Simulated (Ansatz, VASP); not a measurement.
## Two plane-wave programs on SiO2

```xyz
6
Lattice="4.1773 0.0000 0.0000 0.0000 4.1773 0.0000 0.0000 0.0000 2.6652" Properties=species:S:1:pos:R:3 pbc="T T T"
Si    0.0000    0.0000    0.0000
Si    2.0886    2.0886    1.3326
O     1.2761    1.2761    0.0000
O     0.8125    3.3648    1.3326
O     2.9012    2.9012    0.0000
O     3.3648    0.8125    1.3326
```

Alike in both runs: functional PBE; k mesh 5 × 5 × 7; occupations fermi-dirac, width 0.02 eV; no spin polarisation.

Ansatz relaxed the structure, and its values are those at the end. VASP's run is a single point on that final structure, the one shown.

|  | VASP | Ansatz |
| --- | --- | --- |
| version | VASP 6.6.1 | Ansatz 0.2.0 |
| potentials or method | VASP PAW PBE potentials, release 64 (Si, O) | plane-wave PAW, scalar-relativistic |
| plane-wave cutoff (eV) | 520 | 420 |
| valence electrons in the cell | 32 | 32 |

```csv
,VASP,Ansatz,Ansatz less VASP
gap on the k mesh at the Fermi level (eV),5.61,5.62,+0.013
pressure (GPa),11.2,11.0,-0.17
rms of the force components (eV/Å),0.008,0.000,-0.0080
```

The functional is the same, so the differences come from potentials, cutoffs and numerics. Ansatz's warnings: stress scf threshold loose.
